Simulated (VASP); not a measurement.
# Si3C2 (R-3m) in VASP: notebook

The runs below take Si3C2 through single point, with PBE.

Program: VASP 6.6.1. These are calculated values, not measurements. Logs are shortened: lines on timing, memory, paths and dates and some standing lists are left out, and cuts for length are marked.

## Step 1: The cell of the first run

The structure is trigonal, space group R-3m (No. 166). Conventional cell: a = 2.965 Å, b = 2.965 Å, c = 19.712 Å, α = 90.00°, β = 90.00°, γ = 120.00°. Si (site symmetry -3m) has 6 C at 2.12 Å and 12 Si at 2.87 to 2.96 Å within 3.0 Å. Within 2.7 Å of Si (site symmetry 3m) lie 3 C at 2.01 Å and 3 Si at 2.60 Å. Within 2.7 Å of C (site symmetry 3m) lie 6 Si at 2.01 to 2.12 Å.

## Step 2: Single point, PBE

INCAR reads:

```
SYSTEM = Si3C2
PREC = Accurate
ENCUT = 520
EDIFF = 1E-6
ISMEAR = 0
SIGMA = 0.1
LREAL = .FALSE.
LASPH = .TRUE.
NELM = 100
ALGO = Normal
ISIF = 2
LWAVE = .FALSE.
LCHARG = .TRUE.
GGA = PE
LELF = .TRUE.
LVHAR = .TRUE.
NBANDS = 18
```

KPOINTS reads:

```
Automatic mesh
0
G
  6 6 6
  0 0 0
```

POSCAR reads:

```
Si3C2
1.0
    1.4824299576      0.8558813351      6.5705848181
   -1.4824299576      0.8558813351      6.5705848181
    0.0000000000     -1.7117626702      6.5705848181
Si C
3 2
Direct
    0.0000000000      0.0000000000      0.0000000000
    0.2162126625      0.2162126625      0.2162126625
    0.7837873375      0.7837873375      0.7837873375
    0.3969883671      0.3969883671      0.3969883671
    0.6030116329      0.6030116329      0.6030116329
```

Potentials or basis: VASP PAW PBE potentials, release 64 (Si, C).

Started as:

```sh
$ cat potpaw_PBE.64/Si/POTCAR potpaw_PBE.64/C/POTCAR > POTCAR
$ mpirun -np 1 vasp_std > vasp.out
```

OUTCAR:

```text
SYSTEM = Si3C2
   PREC = Accurate
   ENCUT = 520
   EDIFF = 1E-6
   ISMEAR = 0
   LREAL = .FALSE.
   LASPH = .TRUE.
   NELM = 100
   ISIF = 2
   GGA = PE

 ion  position               nearest neighbor table
   1  0.000  0.000  0.000-   5 2.12   5 2.12   4 2.12   4 2.12   5 2.12   4 2.12   2 2.87   3 2.87
                             2 2.87   3 2.87   2 2.87   3 2.87
   2  0.216  0.216  0.216-   5 2.01   5 2.01   5 2.01   3 2.60   3 2.60   3 2.60   1 2.87   1 2.87
                             1 2.87
   3  0.784  0.784  0.784-   4 2.01   4 2.01   4 2.01   2 2.60   2 2.60   2 2.60   1 2.87   1 2.87
                             1 2.87
   4  0.397  0.397  0.397-   3 2.01   3 2.01   3 2.01   1 2.12   1 2.12   1 2.12
   5  0.603  0.603  0.603-   2 2.01   2 2.01   2 2.01   1 2.12   1 2.12   1 2.12

  LATTYP: Found a trigonal (rhomboedric) cell.
 ALAT       =     6.7898981061
 COS(alpha) =     0.9046651149

  Lattice vectors:

 A1 = (   1.4824299576,   0.8558813351,   6.5705848181)
 A2 = (  -1.4824299576,   0.8558813351,   6.5705848181)
 A3 = (   0.0000000000,  -1.7117626702,   6.5705848181)

Analysis of symmetry for initial positions (statically):
=====================================================================
 Subroutine PRICEL returns:
 Original cell was already a primitive cell.

 Routine SETGRP: Setting up the symmetry group for a
 trigonal (rhombohedral) supercell.

 Subroutine GETGRP returns: Found 12 space group operations
 (whereof 12 operations were pure point group operations)
 out of a pool of 12 trial point group operations.

The static configuration has the point symmetry D_3d.

Analysis of symmetry for dynamics (positions and initial velocities):
=====================================================================
 Subroutine PRICEL returns:
 Original cell was already a primitive cell.

 Routine SETGRP: Setting up the symmetry group for a
 trigonal (rhombohedral) supercell.

 Subroutine GETGRP returns: Found 12 space group operations
 (whereof 12 operations were pure point group operations)
 out of a pool of 12 trial point group operations.

The dynamic configuration has the point symmetry D_3d.

 Subroutine INISYM returns: Found 12 space group operations
 (whereof 12 operations are pure point group operations),
 and found     1 'primitive' translations

----------------------------------------------------------------------------------------

                                     Primitive cell

  volume of cell :      50.0199

  direct lattice vectors                    reciprocal lattice vectors
     1.482429958  0.855881335  6.570584818     0.337284064  0.194731045  0.050731151
    -1.482429958  0.855881335  6.570584818    -0.337284064  0.194731045  0.050731151
     0.000000000 -1.711762670  6.570584818     0.000000000 -0.389462090  0.050731151

  length of vectors
     6.789898106  6.789898106  6.789898106     0.392752300  0.392752300  0.392752300

  position of ions in fractional coordinates (direct lattice)
     0.000000000  0.000000000  0.000000000
     0.216212662  0.216212662  0.216212662
     0.783787338  0.783787338  0.783787338
     0.396988367  0.396988367  0.396988367
     0.603011633  0.603011633  0.603011633

  ion indices of the primitive-cell ions
   primitive index   ion index
                 1           1
                 2           2
                 3           3
                 4           4
                 5           5

----------------------------------------------------------------------------------------

 KPOINTS: Automatic mesh

Automatic generation of k-mesh.
 Grid dimensions read from file:
 generate k-points for:    6    6    6

 Generating k-lattice:

  Cartesian coordinates                     Fractional coordinates (reciprocal lattice)
     0.056214011  0.032455174  0.008455192     0.166666667  0.000000000  0.000000000
    -0.056214011  0.032455174  0.008455192     0.000000000  0.166666667  0.000000000
     0.000000000 -0.064910348  0.008455192     0.000000000  0.000000000  0.166666667

  Length of vectors
     0.065458717  0.065458717  0.065458717

  Shift w.r.t. Gamma in fractional coordinates (k-lattice)
     0.000000000  0.000000000  0.000000000

 Subroutine IBZKPT returns following result:
 ===========================================

 Found     32 irreducible k-points:

 Following reciprocal coordinates:
            Coordinates               Weight
  0.000000  0.000000  0.000000      1.000000
  0.166667 -0.000000 -0.000000      6.000000
  0.333333 -0.000000  0.000000      6.000000
  0.500000 -0.000000 -0.000000      3.000000
  0.166667  0.166667 -0.000000      6.000000
  0.333333  0.166667  0.000000     12.000000
[... 16 lines left out ...]
  0.500000  0.500000  0.166667      6.000000
 -0.333333  0.500000  0.166667     12.000000
 [... further k-points ...]
   k-points           NKPTS =     32   k-points in BZ     NKDIM =     32   number of bands    NBANDS=     18
[... 40 lines left out ...]
  Thomas-Fermi vector in A             =   2.341743
   LORBIT       =      0    0 simple, 1 ext, 2 COOP (PROOUT), +10 PAW based schemes
   GGA     = PE    functional components
   LHFCALC =     F    Hartree Fock is set to
   AEXX    =    0.0000 exact exchange contribution
   IVDW    =     0    specifies the selected vdW correction
   LEPSILON=     F    determine dielectric tensor
   LRPA    =     F    only Hartree local field effects (RPA)
 non-spin polarized calculation
 Gauss-broadening in eV      SIGMA  =   0.10
  energy-cutoff  :      520.00
  volume of cell :       50.02
 maximum number of plane-waves:      1378
   NGX = 25   NGY = 25   NGZ = 25

 number of electron      19.9999999 magnetization

 Free energy of the ion-electron system (eV)
  ---------------------------------------------------
  ext. energy  EPLUGINS =         0.00000000
  ---------------------------------------------------
  free energy    TOTEN  =       -31.86926717 eV

  energy without entropy =      -31.86250346  energy(sigma->0) =      -31.86588532

 E-fermi :  11.8292     XC(G=0): -12.0190

 val. band max:       11.8290354240   @ k =  -0.3333   0.3333   0.3333
 cond. band min:      11.9048687275   @ k =   0.3333   0.1667   0.0000
 fundamental gap:      0.0758333035
 Fermi energy:        11.8291805210

 k-point     1 :       0.0000    0.0000    0.0000
  band No.  band energies     occupation
      1      -6.2592      2.00000
      2      -4.0202      2.00000
      3      -1.2033      2.00000
      4       6.2224      2.00000
      5       6.2826      2.00000
      6       9.7868      2.00000
[... 10 lines left out ...]
     17      18.9875      0.00000
     18      20.8035      0.00000

 k-point     2 :       0.1667   -0.0000   -0.0000
  band No.  band energies     occupation
      1      -5.6975      2.00000
      2      -3.5348      2.00000
      3      -0.5655      2.00000
      4       5.9118      2.00000
      5       7.0545      2.00000
      6       7.1960      2.00000
[... 10 lines left out ...]
     17      18.7712      0.00000
     18      19.3872      0.00000

 k-point     3 :       0.3333   -0.0000    0.0000
  band No.  band energies     occupation
      1      -4.0510      2.00000
      2      -2.1364      2.00000
      3       1.2897      2.00000
      4       2.7042      2.00000
      5       4.2020      2.00000
      6       7.1390      2.00000
[... 10 lines left out ...]
     17      18.9357      0.00000
     18      19.9786      0.00000

 k-point     4 :       0.5000   -0.0000   -0.0000
  band No.  band energies     occupation
      1      -1.9403      2.00000
      2      -1.1677      2.00000
      3       0.3204      2.00000
      4       1.7221      2.00000
      5       4.0212      2.00000
      6       4.6472      2.00000
[... 375 lines left out ...]
      4       2.3561      2.00000
      5       3.0686      2.00000
      6       4.6122      2.00000
[... 10 lines left out ...]
     17      19.2973      0.00000
     18      20.7816      0.00000

 k-point    23 :       0.5000    0.5000    0.1667
  band No.  band energies     occupation
      1      -3.8423      2.00000
      2      -2.6693      2.00000
      3       2.2181      2.00000
      4       3.3510      2.00000
      5       3.8587      2.00000
      6       4.7893      2.00000
[... 10 lines left out ...]
     17      19.1771      0.00000
     18      19.8336      0.00000

 k-point    24 :      -0.3333    0.5000    0.1667
  band No.  band energies     occupation
      1      -2.3051      2.00000
      2      -1.3868      2.00000
      3       1.2934      2.00000
      4       2.6186      2.00000
      5       4.4116      2.00000
      6       4.9067      2.00000
[... 10 lines left out ...]
     17      18.9060      0.00000
     18      19.1962      0.00000

 [... further k-points ...]

------------------------ aborting loop because EDIFF is reached ----------------------------------------

  FORCE on cell =-STRESS in cart. coord.  units (eV):
  Direction    XX          YY          ZZ          XY          YZ          ZX
  --------------------------------------------------------------------------------------
  -------------------------------------------------------------------------------------
  Total        0.0606439      0.0606439      0.1146331      0.0000000     -0.0000000      0.0000000
  in kB        1.9424710      1.9424710      3.6717896      0.0000000     -0.0000000      0.0000000
  external PRESSURE =       2.5189105 kB  Pullay stress =       0.0000000 kB

 VOLUME and BASIS-vectors are now :
 -----------------------------------------------------------------------------
  energy-cutoff  :      520.00
  volume of cell :       50.02
      direct lattice vectors                 reciprocal lattice vectors
     1.482429958  0.855881335  6.570584818     0.337284064  0.194731045  0.050731151
    -1.482429958  0.855881335  6.570584818    -0.337284064  0.194731045  0.050731151
     0.000000000 -1.711762670  6.570584818     0.000000000 -0.389462090  0.050731151

 POSITION                                       TOTAL-FORCE (eV/Angst)
 -----------------------------------------------------------------------------------
      0.00000      0.00000      0.00000         0.000000      0.000000      0.000000
      0.00000      0.00000      4.26193         0.000000      0.000000     -0.006467
      0.00000      0.00000     15.44982         0.000000      0.000000      0.006467
      0.00000      0.00000      7.82534         0.000000      0.000000     -0.002809
      0.00000      0.00000     11.88642         0.000000     -0.000000      0.002809
 -----------------------------------------------------------------------------------
    total drift:                               -0.000000     -0.000000      0.000000

  FREE ENERGIE OF THE ION-ELECTRON SYSTEM (eV)
  ---------------------------------------------------
  free  energy   TOTEN  =       -31.8692671736 eV

  energy  without entropy=      -31.8625034634  energy(sigma->0) =      -31.86588532
```

Wall time 96 s (1 thread of Intel Xeon Platinum 8488C (Sapphire Rapids), shared host); peak memory 0.32 GiB.

What came out:

| Item | Value |
| --- | --- |
| Free energy | -31.8693 eV |
| Pressure | 0.3 GPa |
| Largest force | 0.006 eV/Å |
| Band gap on the k mesh | zero (bands 10 and 11 overlap by 5.26 eV) |

Forces in eV/Å, atoms in the order of the input:
```
Si   0.000  0.000  0.000
Si   0.000  0.000 -0.006
Si   0.000  0.000  0.006
C    0.000  0.000 -0.003
C    0.000  0.000  0.003
```

Stress tensor (GPa, compression positive):
```
0.19 0.00 0.00
0.00 0.19 0.00
0.00 0.00 0.37
```

Caveat: the k points lie up to 0.41 Å⁻¹ apart, too coarse for converged energies and pressures of a metal.

## Step 3: Single point, PBE

This run uses another cell than the first one, of 14.24 Å³/atom.

INCAR reads:

```
ALGO = Normal ; EDIFF = 1E-6
ENCUT = 520 ; GGA = PE
ISIF = 2 ; ISMEAR = 0
LASPH = T ; LCHARG = F
LREAL = F ; LWAVE = F
NBANDS = 18 ; NELM = 100
PREC = Accurate ; SIGMA = 0.1
```

KPOINTS reads:

```
k-points
0
Gamma
  6 6 6
```

POSCAR reads:

```
Si3C2
1.0
    1.3604362900      0.7854482600     11.1079158000
   -1.3604362900      0.7854482600     11.1079158000
    0.0000000000     -1.5708965200     11.1079158000
Si C
3 2
Direct
    0.0000000000      0.0000000000      0.0000000000
    0.2000000000      0.2000000000      0.2000000000
    0.8000000000      0.8000000000      0.8000000000
    0.4000000000      0.4000000000      0.4000000000
    0.6000000000      0.6000000000      0.6000000000
```

Potentials or basis: VASP PAW PBE potentials, release 64 (Si, C).

Started as:

```sh
$ cat potpaw_PBE.64/Si/POTCAR potpaw_PBE.64/C/POTCAR > POTCAR
$ mpirun -np 1 vasp_std > vasp.out
```

It took 9.4 min on 1 thread of Intel Xeon Platinum 8488C (Sapphire Rapids), shared host; peak memory 0.99 GiB.

Results (log left out):

```yaml
Free_energy: -23.1399 eV
Pressure: -15.3 GPa
Largest_force: 1.677 eV/Å
Band_gap_on_the_k_mesh: zero (bands 10 and 11 overlap by 5.60 eV)
```

Forces in eV/Å, atoms in the order of the input:
```
Si   0.000  0.000  0.000
Si   0.000  0.000  1.677
Si   0.000  0.000 -1.677
C    0.000  0.000  0.253
C    0.000  0.000 -0.253
```

Stress tensor (GPa, compression positive):
```
-10.22   0.00   0.00
  0.00 -10.22   0.00
  0.00   0.00 -25.54
```

Levels at points of the mesh, in eV from the Fermi level:
```
           k point  band 6  band 7  band 8  band 9  band 10  band 11  band 12  band 13  band 14  band 15
(0.00, 0.00, 0.00)   -3.83   -3.48    2.01    3.43     3.43     3.44     3.44     3.46     7.35     9.22
(0.50, 0.00, 0.00)   -5.07   -4.28   -3.56   -2.53    -2.12     0.37     0.76     1.78     1.89     2.59
(0.50, 0.50, 0.00)   -5.08   -4.13   -4.00   -2.48    -1.56    -0.28     1.00     1.76     1.92     2.17
(0.50, 0.50, 0.50)   -5.60   -0.71   -0.51    3.43     3.43     3.44     3.44     5.20     6.54     9.22
```

Caveat: the k points lie up to 0.45 Å⁻¹ apart, too coarse for converged energies and pressures of a metal; forces of over 1 eV/Å act on the atoms, so gaps and moduli don't describe the material at rest.

## Step 4: Single point, PBE, collinear spin

INCAR reads:

```
ALGO = Normal ; EDIFF = 1E-7
ENCUT = 520 ; GGA = PE
ISIF = 2 ; ISMEAR = 0
ISPIN = 2 ; LASPH = True
LCHARG = True ; LELF = True
LORBIT = 11 ; LREAL = False
LVHAR = True ; LWAVE = False
MAGMOM = 0 0 0 1 1 ; NBANDS = 22
NELM = 150 ; PREC = Accurate
SIGMA = 0.1
```

KPOINTS is that of step 3.

POSCAR reads:

```
Si3C2
1.0
    1.4824299576      0.8558813351      6.5705848181
   -1.4824299576      0.8558813351      6.5705848181
    0.0000000000     -1.7117626702      6.5705848181
Si C
3 2
Direct
    0.0000000000      0.0000000000      0.0000000000
    0.2162126625      0.2162126625      0.2162126625
    0.7837873375      0.7837873375      0.7837873375
    0.3969883671      0.3969883671      0.3969883671
    0.6030116329      0.6030116329      0.6030116329
```

Started as:

```sh
$ cat potpaw_PBE.64/Si/POTCAR potpaw_PBE.64/C/POTCAR > POTCAR
$ mpirun -np 1 vasp_std > vasp.out
```

Wall time 3.4 min (1 thread of Intel Xeon Platinum 8488C (Sapphire Rapids), shared host); peak memory 0.43 GiB.

It converged, with:

- Free energy: -31.8693 eV
- Pressure: 0.3 GPa
- Largest force: 0.006 eV/Å
- Band gap on the k mesh: zero (filled and empty bands overlap)
- Net moment: 0.00 μB per cell
- Valence electrons inside the program's atomic spheres: Si 1.49, 1.57 (each value once); C 2.45

Forces on the atoms (eV/Å):
```
Si   0.000  0.000  0.000
Si   0.000  0.000 -0.006
Si   0.000  0.000  0.006
C    0.000  0.000 -0.003
C    0.000  0.000  0.003
```

Stress tensor (GPa, compression positive):
```
0.19 0.00 0.00
0.00 0.19 0.00
0.00 0.00 0.37
```

Levels at points of the mesh, in eV from the Fermi level:
Spin up:
| k point | band 7 | band 8 | band 9 | band 10 | band 11 | band 12 | band 13 | band 14 |
| --- | --- | --- | --- | --- | --- | --- | --- | --- |
| (0.00, 0.00, 0.00) | -2.04 | -1.78 | -1.78 | 4.26 | 4.26 | 4.29 | 4.53 | 4.53 |
| (0.50, 0.00, 0.00) | -4.67 | -3.84 | -3.73 | -1.97 | -0.38 | 0.83 | 3.20 | 3.45 |
| (0.50, 0.50, 0.00) | -4.90 | -4.83 | -3.43 | -2.81 | 0.11 | 1.23 | 2.00 | 2.15 |
| (0.50, 0.50, 0.50) | -1.69 | -1.68 | -1.68 | 3.00 | 3.66 | 3.66 | 4.17 | 5.67 |
Spin down:
```
           k point  band 8  band 9  band 10  band 11  band 12  band 13
(0.00, 0.00, 0.00)   -1.78   -1.78     4.26     4.26     4.29     4.53
(0.50, 0.00, 0.00)   -3.84   -3.73    -1.97    -0.38     0.83     3.20
(0.50, 0.50, 0.00)   -4.83   -3.43    -2.81     0.11     1.23     2.00
(0.50, 0.50, 0.50)   -1.68   -1.68     3.00     3.66     3.66     4.17
```

Caveat: the k points lie up to 0.41 Å⁻¹ apart, too coarse for converged energies and pressures of a metal.

## Step 5: Single point, PBE

This run uses another cell than the first one, of 9.95 Å³/atom.

INCAR reads:

```
SYSTEM = Si3C2
  PREC = Accurate
  ENCUT = 520
  EDIFF = 1E-7
  ISMEAR = 0
  SIGMA = 0.1
  LREAL = .FALSE.
  LASPH = .TRUE.
  NELM = 60
  ALGO = Normal
  ISIF = 2
  LWAVE = .FALSE.
  LCHARG = .FALSE.
  GGA = PE
  NBANDS = 18
```

KPOINTS reads:

```
Automatic mesh
0
G
  12 12 12
  0 0 0
```

POSCAR reads:

```
Si3C2
1.0
    1.4764893538      0.8524515259      6.5873819126
   -1.4764893538      0.8524515259      6.5873819126
    0.0000000000     -1.7049030517      6.5873819126
Si C
3 2
Direct
    0.0000000000      0.0000000000      0.0000000000
    0.2157290813      0.2157290813      0.2157290813
    0.7842709187      0.7842709187      0.7842709187
    0.3965370557      0.3965370557      0.3965370557
    0.6034629443      0.6034629443      0.6034629443
```

Started as:

```sh
$ cat potpaw_PBE.64/Si/POTCAR potpaw_PBE.64/C/POTCAR > POTCAR
$ mpirun -np 1 vasp_std > vasp.out
```

Run time: 9.2 min. Hardware: 1 thread of Intel Xeon Platinum 8488C (Sapphire Rapids), shared host; peak memory 0.45 GiB.

Results (log left out):

```yaml
Free_energy: -31.9043 eV
Pressure: 0.1 GPa
Largest_force: 0.011 eV/Å
Band_gap_on_the_k_mesh: zero (bands 10 and 11 overlap by 5.81 eV)
```

Forces in eV/Å, atoms in the order of the input:
```
Si   0.000  0.000  0.000
Si   0.000  0.000  0.005
Si   0.000  0.000 -0.005
C    0.000  0.000  0.011
C    0.000  0.000 -0.011
```

Levels at points of the mesh, in eV from the Fermi level:
```tsv
k point	band 6	band 7	band 8	band 9	band 10	band 11	band 12	band 13	band 14	band 15
(0.00, 0.00, 0.00)	-1.88	-1.88	-1.61	-1.61	4.48	4.48	4.53	4.70	4.70	5.15
(0.50, 0.00, 0.00)	-7.16	-4.54	-3.80	-3.57	-1.97	-0.23	0.90	3.27	3.48	4.00
(0.50, 0.50, 0.00)	-6.52	-4.90	-4.69	-3.27	-2.72	0.13	1.34	2.17	2.22	5.25
(0.50, 0.50, 0.50)	-1.97	-1.71	-1.51	-1.51	3.02	3.86	3.86	4.41	5.82	6.71
```

## Step 6: The runs side by side

| spin | cell | k mesh | gap on the mesh (eV) | pressure (GPa) | largest force (eV/Å) |
| --- | --- | --- | --- | --- | --- |
| off | a = 6.790 Å, angles 25.2°, 5 atoms, atomic positions A | 6 × 6 × 6 | none | 0.3 | 0.01 |
| off | a = 11.218 Å, angles 13.9°, 5 atoms, atomic positions B | 6 × 6 × 6 | none | -15.3 | 1.68 |
| collinear | a = 6.790 Å, angles 25.2°, 5 atoms, atomic positions A | 6 × 6 × 6 | none | 0.3 | 0.01 |
| off | a = 6.804 Å, angles 25.1°, 5 atoms, atomic positions C | 12 × 12 × 12 | none | 0.1 | 0.01 |

Alike in all rows: task single point; level PBE; potentials or basis VASP PAW PBE potentials, release 64 (Si, C); cutoff (eV) 520; smearing gaussian 0.1 eV.

Caveats: some runs use coarse meshes; forces of over 1 eV/Å act on the atoms, so gaps and moduli don't describe the material at rest (at least some runs).

Total energies depend on the potentials used, so only differences within one code and one set of settings carry meaning.
